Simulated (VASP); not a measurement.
Runs of VASP 6.6.1 on BiIr. The structure is that of space group F-43m (No. 216), or close to it. The cells are those of the table. 

```tsv
level	potentials or basis	cell	gap on the mesh (eV)	pressure (GPa)
PBE	VASP PAW PBE potentials, release 64 (Ir, Bi_d)	a = 4.279 Å, angles 60.0°, 2 atoms	none	3.9
LDA	VASP PAW LDA potentials, release 64 (Ir, Bi_d)	a = 4.338 Å, angles 60.0°, 2 atoms	none	-5.4
PBE	VASP PAW PBE potentials, release 64 (Ir, Bi_d)	a = 4.257 Å, angles 60.0°, 2 atoms	none	5.7
PBE+D3(BJ)	VASP PAW PBE potentials, release 64 (Ir, Bi_d)	a = 4.338 Å, angles 60.0°, 2 atoms	none	-2.6
PBE	VASP PAW PBE potentials, release 64 (Ir, Bi_d)	a = 4.338 Å, angles 60.0°, 2 atoms	none	0.1
PBEsol	VASP PAW PBE potentials, release 64 (Ir, Bi_d)	a = 4.338 Å, angles 60.0°, 2 atoms	none	-3.6
PBE	VASP PAW PBE potentials, release 64 (Ir, Bi_d)	a = 4.367 Å, angles 60.0°, 2 atoms	none	(a)
PBE	VASP PAW PBE potentials, release 64 (Ir, Bi_d)	a = 4.309 Å, angles 60.0°, 2 atoms	none	1.9
PBE	VASP PAW PBE potentials, release 64 (Ir, Bi_d)	a = 3.936 Å, angles 60.0°, 2 atoms	none	(b)
PBE	VASP PAW PBE potentials, release 64 (Ir, Bi_d)	a = 4.245 Å, angles 60.0°, 2 atoms	none	6.6
PBE	VASP PAW PBE potentials, release 64 (Ir, Bi_d)	a = 4.088 Å, angles 60.0°, 2 atoms	none	23.9
```

Alike in all rows: task single point; no spin polarisation; k mesh 10 × 10 × 10; cutoff (eV) 500; smearing gaussian 0.05 eV.

Q: Fill in the values left out.

A: (a) -1.5; (b) 51.7.

Caveats: spin-orbit coupling is left out, which moves the levels of the heavy elements; pairwise dispersion overbinds metals, which lowers pressure and volume (some runs); the PAW data sets were made with another functional, which shifts forces and pressure a little (some runs).

A k mesh can miss the band edges, and the runs leave out spin-orbit coupling on Bi, Ir.

A gap of «none» marks levels without a gap at the run's occupations.
